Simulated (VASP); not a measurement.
# TlBr (Pm-3m) in VASP: elastic constants with PBE+D3(BJ)

Aim: the elastic constants of TlBr with PBE+D3(BJ).

Program: VASP 6.6.1. These are calculated values, not measurements. Logs are shortened: lines on timing, memory, paths and dates and some standing lists are left out, and cuts for length are marked.

## (1) The cell of the first run

It takes space group Pm-3m (No. 221, cubic). The conventional cell has a = 3.845 Å, b = 3.845 Å, c = 3.845 Å, α = 90.00°, β = 90.00°, γ = 90.00°. Tl (site symmetry m-3m) has 8 Br at 3.33 Å and 6 Tl at 3.84 Å within 4.4 Å. Within 4.4 Å of Br (site symmetry m-3m) lie 8 Tl at 3.33 Å and 6 Br at 3.84 Å.

## (2) Elastic constants, PBE+D3(BJ)

INCAR reads:

```
SYSTEM = TlBr
ALGO = Normal ; EDIFF = 1E-8
ENCUT = 500 ; GGA = PE
GGA_COMPAT = .False. ; IBRION = 6
ISIF = 3 ; ISMEAR = 0
IVDW = 12 ; LASPH = .True.
LCHARG = .True. ; LREAL = .False.
LWAVE = .False. ; NBANDS = 17
NELM = 120 ; NFREE = 2
NSW = 1 ; POTIM = 0.015
PREC = Accurate ; SIGMA = 0.01
```

KPOINTS reads:

```
k-points
0
Gamma
  8 8 8
  0 0 0
```

POSCAR reads:

```
TlBr
1.0
    3.8449364366      0.0000000000      0.0000000000
    0.0000000000      3.8449364366      0.0000000000
    0.0000000000      0.0000000000      3.8449364366
Tl Br
1 1
Direct
    0.0000000000      0.0000000000      0.0000000000
    0.5000000000      0.5000000000      0.5000000000
```

Potentials or basis: VASP PAW PBE potentials, release 64 (Tl_d, Br).

Run with:

```
> cat potpaw_PBE.64/Tl_d/POTCAR potpaw_PBE.64/Br/POTCAR > POTCAR
> mpirun -np 1 vasp_std > vasp.out
```

OUTCAR:

```text
SYSTEM = TlBr
   EDIFF = 1E-8
   ENCUT = 500
   GGA = PE
   IBRION = 6
   ISIF = 3
   ISMEAR = 0
   IVDW = 12
   LASPH = .True.
   LREAL = .False.
   NELM = 120
   NFREE = 2
   NSW = 1
   POTIM = 0.015
   PREC = Accurate
 IVDW          = 12

 ion  position               nearest neighbor table
   1  0.000  0.000  0.000-   2 3.33   2 3.33   2 3.33   2 3.33   2 3.33   2 3.33   2 3.33   2 3.33

   2  0.500  0.500  0.500-   1 3.33   1 3.33   1 3.33   1 3.33   1 3.33   1 3.33   1 3.33   1 3.33

  LATTYP: Found a simple cubic cell.
 ALAT       =     3.8449364366

  Lattice vectors:

 A1 = (   3.8449364366,   0.0000000000,   0.0000000000)
 A2 = (   0.0000000000,   3.8449364366,   0.0000000000)
 A3 = (   0.0000000000,   0.0000000000,   3.8449364366)

Analysis of symmetry for initial positions (statically):
=====================================================================
 Subroutine PRICEL returns:
 Original cell was already a primitive cell.

 Routine SETGRP: Setting up the symmetry group for a
 simple cubic supercell.

 Subroutine GETGRP returns: Found 48 space group operations
 (whereof 48 operations were pure point group operations)
 out of a pool of 48 trial point group operations.

The static configuration has the point symmetry O_h .

Analysis of symmetry for dynamics (positions and initial velocities):
=====================================================================
 Subroutine PRICEL returns:
 Original cell was already a primitive cell.

 Routine SETGRP: Setting up the symmetry group for a
 simple cubic supercell.

 Subroutine GETGRP returns: Found 48 space group operations
 (whereof 48 operations were pure point group operations)
 out of a pool of 48 trial point group operations.

The dynamic configuration has the point symmetry O_h .

 Subroutine INISYM returns: Found 48 space group operations
 (whereof 48 operations are pure point group operations),
 and found     1 'primitive' translations

----------------------------------------------------------------------------------------

                                     Primitive cell

  volume of cell :      56.8418

  direct lattice vectors                    reciprocal lattice vectors
     3.844936437  0.000000000  0.000000000     0.260082323  0.000000000  0.000000000
     0.000000000  3.844936437  0.000000000     0.000000000  0.260082323  0.000000000
     0.000000000  0.000000000  3.844936437     0.000000000  0.000000000  0.260082323

  length of vectors
     3.844936437  3.844936437  3.844936437     0.260082323  0.260082323  0.260082323

  position of ions in fractional coordinates (direct lattice)
     0.000000000  0.000000000  0.000000000
     0.500000000  0.500000000  0.500000000

  ion indices of the primitive-cell ions
   primitive index   ion index
                 1           1
                 2           2

----------------------------------------------------------------------------------------

 KPOINTS: k-points

Automatic generation of k-mesh.
 Grid dimensions read from file:
 generate k-points for:    8    8    8

 Generating k-lattice:

  Cartesian coordinates                     Fractional coordinates (reciprocal lattice)
     0.032510290  0.000000000  0.000000000     0.125000000  0.000000000  0.000000000
     0.000000000  0.032510290  0.000000000     0.000000000  0.125000000  0.000000000
     0.000000000  0.000000000  0.032510290     0.000000000  0.000000000  0.125000000

  Length of vectors
     0.032510290  0.032510290  0.032510290

  Shift w.r.t. Gamma in fractional coordinates (k-lattice)
     0.000000000  0.000000000  0.000000000

 Subroutine IBZKPT returns following result:
 ===========================================

 Found     35 irreducible k-points:

 Following reciprocal coordinates:
            Coordinates               Weight
  0.000000  0.000000  0.000000      1.000000
  0.125000  0.000000  0.000000      6.000000
  0.250000  0.000000  0.000000      6.000000
  0.375000  0.000000  0.000000      6.000000
  0.500000  0.000000  0.000000      3.000000
  0.125000  0.125000  0.000000     12.000000
[... 16 lines left out ...]
  0.375000  0.375000  0.125000     24.000000
  0.500000  0.375000  0.125000     24.000000
 [... further k-points ...]
   k-points           NKPTS =     35   k-points in BZ     NKDIM =     35   number of bands    NBANDS=     17
   number of dos      NEDOS =    301   number of ions     NIONS =      2
   total plane-waves  NPLWV =  21952
   dimension x,y,z NGX =    28 NGY =   28 NGZ =   28
   dimension x,y,z NGXF=    56 NGYF=   56 NGZF=   56
   ions per type =               1   1
   NGX,Y,Z   is equivalent  to a cutoff of  12.11, 12.11, 12.11 a.u.
   NGXF,Y,Z  is equivalent  to a cutoff of  24.21, 24.21, 24.21 a.u.
 SYSTEM =  TlBr
   PREC   = accura    normal or accurate (medium, high low for compatibility)
   ISTART =      0    job   : 0-new  1-cont  2-samecut
   ICHARG =      2    charge: 1-file 2-atom 10-const
   ISPIN  =      1    spin polarized calculation?
   LNONCOLLINEAR =      F non collinear calculations
   LSORBIT =      F    spin-orbit coupling
   LASPH  =      T    aspherical Exc in radial PAW
   ENCUT  =  500.0 eV  36.75 Ry    6.06 a.u.   7.01  7.01  7.01*2*pi/ulx,y,z
   NELM   =    120;   NELMIN=  2; NELMDL= -5     # of ELM steps
   EDIFF  = 0.1E-07   stopping-criterion for ELM
   LREAL  =      F    real-space projection
   EDIFFG = 0.1E-06   stopping-criterion for IOM
   NSW    =     61    number of steps for IOM
   IBRION =      6    ionic relax: 0-MD 1-quasi-New 2-CG
   NFREE  =      2    steps in history (QN), initial steepest desc. (CG)
   ISIF   =      3    stress and relaxation
   ISYM   =      2    0-nonsym 1-usesym 2-fastsym
   POTIM  = 0.0150    time-step for ionic-motion
   TEBEG  =    0.0;   TEEND  =   0.0 temperature during run
   PSTRESS=    0.0 pullay stress
   NELECT =      20.0000    total number of electrons
   NUPDOWN=      -1.0000    fix difference up-down
   EMIN   =  10.00;   EMAX   =-10.00  energy-range for DOS
   EFERMI =   0.00;   METHOD = LEGACY
   ISMEAR =     0;   SIGMA  =   0.01  broadening in eV -4-tet -1-fermi 0-gaus
   EFERMI_NEDOS =   21; number of points for ismear=-14 and -15
   IALGO  =     38    algorithm
   IMIX   =      4    mixing-type and parameters
     AMIX     =   0.40;   BMIX     =  1.00
     AMIX_MAG =   1.60;   BMIX_MAG =  1.00
  volume/ion in A,a.u.               =      28.42       191.79
  Fermi-wavevector in a.u.,A,eV,Ry     =   1.155746  2.184043 18.173960  1.335748
  Thomas-Fermi vector in A             =   2.292372
   LORBIT       =      0    0 simple, 1 ext, 2 COOP (PROOUT), +10 PAW based schemes
   GGA     = PE    functional components
   LHFCALC =     F    Hartree Fock is set to
   AEXX    =    0.0000 exact exchange contribution
   IVDW    =    12    specifies the selected vdW correction
   LEPSILON=     F    determine dielectric tensor
   LRPA    =     F    only Hartree local field effects (RPA)
 finite differences with symmetry
 non-spin polarized calculation
 Gauss-broadening in eV      SIGMA  =   0.01
  energy-cutoff  :      500.00
  volume of cell :       56.84
 maximum number of plane-waves:      1472
   NGX = 15   NGY = 15   NGZ = 15

--------------------------------------- Ionic step        1  -------------------------------------------

 number of electron      19.9999993 magnetization

 Free energy of the ion-electron system (eV)
  ---------------------------------------------------
  ext. energy  EPLUGINS =         0.00000000
  ---------------------------------------------------
  free energy    TOTEN  =        -5.42471602 eV

  energy without entropy =       -5.42471602  energy(sigma->0) =       -5.42471602

------------------------ aborting loop because EDIFF is reached ----------------------------------------

 Edisp (eV)   -0.60527

 E8    (eV) :    -0.2831
[... 105 lines left out ...]
  FREE ENERGIE OF THE ION-ELECTRON SYSTEM (eV)
  ---------------------------------------------------
  free  energy   TOTEN  =        -6.0119252490 eV

  energy  without entropy=       -6.0119252490  energy(sigma->0) =       -6.01192525

[... ionic steps 4 to 14 ...]

--------------------------------------- Ionic step       15  -------------------------------------------

 number of electron      19.9999997 magnetization

------------------------ aborting loop because EDIFF is reached ----------------------------------------
[... 75 lines left out ...]
--------------------------------------- Ionic step       17  -------------------------------------------

 number of electron      19.9999992 magnetization

 Free energy of the ion-electron system (eV)
  ---------------------------------------------------
  ext. energy  EPLUGINS =         0.00000000
  ---------------------------------------------------
  free energy    TOTEN  =        -5.42461770 eV

  energy without entropy =       -5.42461770  energy(sigma->0) =       -5.42461770

 E-fermi :   3.6469     XC(G=0):  -9.4700

 val. band max:        3.5940669264   @ k =   0.0000   0.5000   0.0000
 cond. band min:       5.1511858746   @ k =   0.5000   0.0000   0.0000
 fundamental gap:      1.5571189482
 Fermi energy:         3.6469239840

 k-point     1 :       0.0000    0.0000    0.0000
  band No.  band energies     occupation
      1     -10.8359      2.00000
      2      -6.7904      2.00000
      3      -6.7904      2.00000
      4      -6.5517      2.00000
      5      -6.5517      2.00000
      6      -6.5517      2.00000
[... 457 lines left out ...]
      4      -6.6236      2.00000
      5      -6.5692      2.00000
      6      -6.5002      2.00000
[... 9 lines left out ...]
     16      14.5698      0.00000
     17      16.7684      0.00000

 [... further k-points ...]

------------------------ aborting loop because EDIFF is reached ----------------------------------------

 Edisp (eV)   -0.60527

 E8    (eV) :    -0.2831
[... 25 lines left out ...]
  FREE ENERGIE OF THE ION-ELECTRON SYSTEM (eV)
  ---------------------------------------------------
  free  energy   TOTEN  =        -6.0298887371 eV

  energy  without entropy=       -6.0298887371  energy(sigma->0) =       -6.02988874

 INTERNAL STRAIN TENSORS FROM STRAINED CELLS
 ============================================

 INTERNAL STRAIN TENSOR FOR ION    1 for displacements in x,y,z  (eV/Angst):
          X           Y           Z          XY          YZ          ZX
  --------------------------------------------------------------------------------
  x     0.00000     0.00000     0.00000     0.00000     0.00000    -0.00000
  y     0.00000     0.00000     0.00000    -0.00000     0.00000     0.00000
  z     0.00000     0.00000     0.00000     0.00000     0.00000     0.00000

 INTERNAL STRAIN TENSORS FROM DISPLACED ATOMS
 ============================================

 INTERNAL STRAIN TENSOR FOR ION    1 for displacements in x,y,z  (eV/Angst):
          X           Y           Z          XY          YZ          ZX
  --------------------------------------------------------------------------------
  x     0.00000     0.00000     0.00000     0.00000     0.00000     0.00000
  y     0.00000     0.00000     0.00000     0.00000     0.00000     0.00000
  z     0.00000     0.00000     0.00000     0.00000     0.00000     0.00000

 INTERNAL STRAIN TENSOR FOR ION    2 for displacements in x,y,z  (eV/Angst):
          X           Y           Z          XY          YZ          ZX
  --------------------------------------------------------------------------------
  x     0.00000     0.00000     0.00000     0.00000     0.00000     0.00000
  y     0.00000     0.00000     0.00000     0.00000     0.00000     0.00000
  z     0.00000     0.00000     0.00000     0.00000     0.00000     0.00000

 Eigenvectors and eigenvalues of the dynamical matrix
 ----------------------------------------------------

   1 f  =    1.916165 THz    12.039620 2PiTHz   63.916386 cm-1     7.924618 meV
             X         Y         Z           dx          dy          dz
      0.000000  0.000000  0.000000     0.526127    0.000000    0.000000
      1.922468  1.922468  1.922468    -0.850406    0.000000    0.000000
[... 21 lines left out ...]
   6 f/i=    0.009103 THz     0.057195 2PiTHz    0.303641 cm-1     0.037647 meV
             X         Y         Z           dx          dy          dz
      0.000000  0.000000  0.000000    -0.850406    0.000000    0.000000
      1.922468  1.922468  1.922468    -0.526127    0.000000    0.000000

--------------------------------------------------------------------------------------------------------

 ELASTIC MODULI CONTR FROM IONIC RELAXATION (kBar)
 Direction    XX          YY          ZZ          XY          YZ          ZX
 --------------------------------------------------------------------------------
 XX           0.0000      0.0000      0.0000      0.0000      0.0000      0.0000
 YY           0.0000      0.0000      0.0000      0.0000      0.0000      0.0000
 ZZ           0.0000      0.0000      0.0000      0.0000      0.0000      0.0000
 XY           0.0000      0.0000      0.0000      0.0000      0.0000      0.0000
 YZ           0.0000      0.0000      0.0000      0.0000      0.0000      0.0000
 ZX           0.0000      0.0000      0.0000      0.0000      0.0000      0.0000
 --------------------------------------------------------------------------------

 TOTAL ELASTIC MODULI (kBar)
 Direction    XX          YY          ZZ          XY          YZ          ZX
 --------------------------------------------------------------------------------
 XX         522.9178    263.5108    263.5108     -0.0000     -0.0000     -0.0000
 YY         263.5108    522.9178    263.5108      0.0000     -0.0000      0.0000
 ZZ         263.5108    263.5108    522.9178     -0.0000     -0.0000      0.0000
 XY          -0.0000      0.0000     -0.0000    169.2429      0.0000      0.0000
 YZ          -0.0000     -0.0000     -0.0000      0.0000    169.2429      0.0000
 ZX          -0.0000      0.0000      0.0000      0.0000      0.0000    169.2429
 --------------------------------------------------------------------------------
```

Wall time 23 min (1 thread of Oxide Virtual Turin-like, shared host); peak memory 0.34 GiB.

What came out:

| Quantity | Value |
| --- | --- |
| Elastic constants C11, C12, C44 | 52, 26, 17 GPa |
| Voigt bulk modulus | 35 GPa |
| Highest phonon frequency at Γ, LO-TO splitting left out | 64 cm⁻¹ |
| Dispersion energy per atom | -0.303 eV |

Phonon frequencies in cm⁻¹ (negative: imaginary):
```csv
q point,frequencies
"(0.000, 0.000, 0.000)",0 0 0 64 64 64
```

Elastic tensor in Voigt notation (GPa, in the Cartesian axes of the cell as first typed):
```
52 26 26  0  0  0
26 52 26  0  0  0
26 26 52  0  0  0
 0  0  0 17  0  0
 0  0  0  0 17  0
 0  0  0  0  0 17
```

Clamped-ion elastic tensor (GPa):
```
52 26 26  0  0  0
26 52 26  0  0  0
26 26 52  0  0  0
 0  0  0 17  0  0
 0  0  0  0 17  0
 0  0  0  0  0 17
```

Caveat: the cell is under stress, which shifts elastic constants; spin-orbit coupling is left out, which moves the levels of the heavy elements.
